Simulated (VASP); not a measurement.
# Si3Mo (P4/mmm) in VASP: further runs, part 2 of 2

VASP 6.6.1. The steps go on from the part before.

**3. Single point, PBE, collinear spin, ferromagnetic start**

This run uses another cell than the first one, of 13.98 Å³/atom, 0.854 times its volume.

INCAR

```
SYSTEM = Si3Mo
PREC = Accurate ; ENCUT = 520
EDIFF = 1E-6 ; ISMEAR = 0
SIGMA = 0.1 ; LREAL = .False.
LASPH = .True. ; NELM = 150
ALGO = Normal ; ISIF = 2
LWAVE = .False. ; LCHARG = .False.
ISPIN = 2 ; MAGMOM = 0 0 0 1
LORBIT = 11 ; LMAXMIX = 4
GGA = PE ; NBANDS = 25
```

KPOINTS

```
Automatic mesh
0
Gamma
  4 4 6
  0 0 0
```

POSCAR

```
Si3Mo
1.0
    4.2066502859      0.0000000000      0.0000000000
    0.0000000000      4.2066502859      0.0000000000
    0.0000000000      0.0000000000      3.1605391746
Si Mo
3 1
Direct
    0.5000000000      0.5000000000      0.0000000000
    0.5000000000      0.0000000000      0.5000000000
    0.0000000000      0.5000000000      0.5000000000
    0.0000000000      0.0000000000      0.0000000000
```

Potentials or basis: VASP PAW PBE potentials, release 64 (Si, Mo_sv).

The run is started by

```sh
$ cat potpaw_PBE.64/Si/POTCAR potpaw_PBE.64/Mo_sv/POTCAR > POTCAR
$ mpirun -np 1 vasp_std > vasp.out
```

OUTCAR:

```text
SYSTEM = Si3Mo
   PREC = Accurate
   ENCUT = 520
   EDIFF = 1E-6
   ISMEAR = 0
   LREAL = .False.
   LASPH = .True.
   NELM = 150
   ISIF = 2
   ISPIN = 2
   LORBIT = 11
   GGA = PE

 ion  position               nearest neighbor table
   1  0.500  0.500  0.000-   2 2.63   3 2.63   2 2.63   3 2.63   2 2.63   2 2.63   3 2.63   3 2.63
                             4 2.97   4 2.97   4 2.97   4 2.97
   2  0.500  0.000  0.500-   1 2.63   4 2.63   1 2.63   4 2.63   1 2.63   1 2.63   4 2.63   4 2.63
                             3 2.97   3 2.97   3 2.97   3 2.97
   3  0.000  0.500  0.500-   1 2.63   4 2.63   1 2.63   4 2.63   4 2.63   4 2.63   1 2.63   1 2.63
                             2 2.97   2 2.97   2 2.97   2 2.97
   4  0.000  0.000  0.000-   2 2.63   3 2.63   2 2.63   3 2.63   3 2.63   3 2.63   2 2.63   2 2.63
                             1 2.97   1 2.97   1 2.97   1 2.97

  LATTYP: Found a simple tetragonal cell.
 ALAT       =     4.2066502859
 C/A-ratio  =     0.7513196866

  Lattice vectors:

 A1 = (   4.2066502859,   0.0000000000,   0.0000000000)
 A2 = (   0.0000000000,   4.2066502859,   0.0000000000)
 A3 = (   0.0000000000,   0.0000000000,   3.1605391746)

Analysis of symmetry for initial positions (statically):
=====================================================================
 Subroutine PRICEL returns:
 Original cell was already a primitive cell.

 Routine SETGRP: Setting up the symmetry group for a
 simple tetragonal supercell.

 Subroutine GETGRP returns: Found 16 space group operations
 (whereof 16 operations were pure point group operations)
 out of a pool of 16 trial point group operations.

The static configuration has the point symmetry D_4h.

Analysis of symmetry for dynamics (positions and initial velocities):
=====================================================================
 Subroutine PRICEL returns:
 Original cell was already a primitive cell.

 Routine SETGRP: Setting up the symmetry group for a
 simple tetragonal supercell.

 Subroutine GETGRP returns: Found 16 space group operations
 (whereof 16 operations were pure point group operations)
 out of a pool of 16 trial point group operations.

[... 171 lines left out ...]
 cond. band min:      11.6598631871   @ k =   0.5000   0.0000   0.3333
 fundamental gap:      0.0302315660
 Fermi energy:        11.6424404637

 spin component 1

 k-point     1 :       0.0000    0.0000    0.0000
  band No.  band energies     occupation
      1     -49.2319      1.00000
      2     -23.3897      1.00000
      3     -23.3897      1.00000
      4     -23.2846      1.00000
      5      -2.2442      1.00000
      6       3.7986      1.00000
[... 661 lines left out ...]
     24      21.2413      0.00000
     25      21.2413      0.00000
 Fermi energy:        11.6424404637

 spin component 2

 k-point     1 :       0.0000    0.0000    0.0000
  band No.  band energies     occupation
      1     -49.2315      1.00000
      2     -23.3893      1.00000
      3     -23.3893      1.00000
      4     -23.2843      1.00000
      5      -2.2442      1.00000
      6       3.7986      1.00000
[... 661 lines left out ...]
     24      21.2413      0.00000
     25      21.2413      0.00000

------------------------ aborting loop because EDIFF is reached ----------------------------------------

  FORCE on cell =-STRESS in cart. coord.  units (eV):
  Direction    XX          YY          ZZ          XY          YZ          ZX
  --------------------------------------------------------------------------------------
  -------------------------------------------------------------------------------------
  Total        0.0164120      0.0164120      0.0343555      0.0000000      0.0000000      0.0000000
  in kB        0.4701512      0.4701512      0.9841759      0.0000000      0.0000000      0.0000000
  external PRESSURE =       0.6414928 kB  Pullay stress =       0.0000000 kB

 VOLUME and BASIS-vectors are now :
 -----------------------------------------------------------------------------
  energy-cutoff  :      520.00
  volume of cell :       55.93
      direct lattice vectors                 reciprocal lattice vectors
     4.206650286  0.000000000  0.000000000     0.237718834  0.000000000  0.000000000
     0.000000000  4.206650286  0.000000000     0.000000000  0.237718834  0.000000000
     0.000000000  0.000000000  3.160539175     0.000000000  0.000000000  0.316401710

 POSITION                                       TOTAL-FORCE (eV/Angst)
 -----------------------------------------------------------------------------------
      2.10333      2.10333      0.00000         0.000000      0.000000      0.000000
      2.10333      0.00000      1.58027         0.000000      0.000000      0.000000
      0.00000      2.10333      1.58027         0.000000      0.000000      0.000000
      0.00000      0.00000      0.00000         0.000000      0.000000      0.000000
 -----------------------------------------------------------------------------------
    total drift:                               -0.000000      0.000000      0.000000

  FREE ENERGIE OF THE ION-ELECTRON SYSTEM (eV)
  ---------------------------------------------------
  free  energy   TOTEN  =       -26.2838191362 eV

  energy  without entropy=      -26.2715261284  energy(sigma->0) =      -26.27767263

 total charge

# of ion       s       p       d       tot
------------------------------------------
    1        0.767   0.799   0.000   1.566
    2        0.797   0.786   0.000   1.583
    3        0.797   0.786   0.000   1.583
    4        2.282   6.146   4.148  12.576
--------------------------------------------------
tot          4.643   8.518   4.148  17.309

 magnetization (x)

# of ion       s       p       d       tot
------------------------------------------
    1       -0.000  -0.000   0.000  -0.000
    2       -0.000  -0.000   0.000  -0.000
    3       -0.000  -0.000   0.000  -0.000
    4        0.000   0.000   0.000   0.000
--------------------------------------------------
tot         -0.000  -0.000   0.000   0.000
```

Wall time 38 s (1 thread of Intel Xeon Platinum 8259CL at 2.50GHz (Skylake/Cascade Lake), shared host); peak memory 0.2 GiB.

What came out:

```
Free energy                                           : -26.2838 eV
Pressure                                              : 0.1 GPa
Band gap on the k mesh                                : zero (filled and empty bands overlap)
Net moment                                            : 0.00 μB per cell
Valence electrons inside the program's atomic spheres : Si 1.57, 1.58; Mo 12.58
```

Levels at points of the mesh, in eV from the Fermi level:
Spin up:
| k point | band 9 | band 10 | band 11 | band 12 | band 13 | band 14 | band 15 | band 16 | band 17 | band 18 |
| --- | --- | --- | --- | --- | --- | --- | --- | --- | --- | --- |
| (0.00, 0.00, 0.00) | -5.09 | -2.00 | -1.45 | -0.76 | -0.50 | -0.50 | 1.52 | 1.52 | 2.76 | 3.69 |
| (0.50, 0.00, 0.00) | -4.26 | -2.16 | -2.06 | -1.89 | -0.37 | 1.92 | 2.01 | 2.31 | 2.96 | 3.72 |
| (0.50, 0.50, 0.00) | -1.72 | -1.64 | -1.64 | -1.46 | 0.22 | 1.75 | 3.41 | 3.64 | 3.64 | 4.26 |
| (0.00, 0.00, 0.50) | -5.03 | -3.76 | -1.58 | -1.58 | -0.94 | -0.56 | 0.75 | 0.88 | 0.88 | 2.83 |
| (0.50, 0.00, 0.50) | -4.57 | -3.31 | -2.64 | -1.61 | -1.02 | -0.32 | 0.76 | 2.32 | 2.50 | 3.52 |
| (0.50, 0.50, 0.50) | -5.59 | -5.59 | -3.96 | -1.12 | -0.76 | 1.21 | 1.48 | 1.48 | 3.19 | 5.35 |
Spin down:
| k point | band 11 | band 12 | band 13 | band 14 | band 15 | band 16 |
| --- | --- | --- | --- | --- | --- | --- |
| (0.00, 0.00, 0.00) | -1.45 | -0.76 | -0.50 | -0.50 | 1.52 | 1.52 |
| (0.50, 0.00, 0.00) | -2.06 | -1.89 | -0.37 | 1.92 | 2.01 | 2.31 |
| (0.50, 0.50, 0.00) | -1.64 | -1.46 | 0.22 | 1.75 | 3.41 | 3.64 |
| (0.00, 0.00, 0.50) | -1.58 | -1.58 | -0.94 | -0.56 | 0.75 | 0.88 |
| (0.50, 0.00, 0.50) | -2.64 | -1.61 | -1.02 | -0.32 | 0.76 | 2.32 |
| (0.50, 0.50, 0.50) | -3.96 | -1.12 | -0.76 | 1.21 | 1.48 | 1.48 |

Caveat: the k points lie up to 0.37 Å⁻¹ apart.
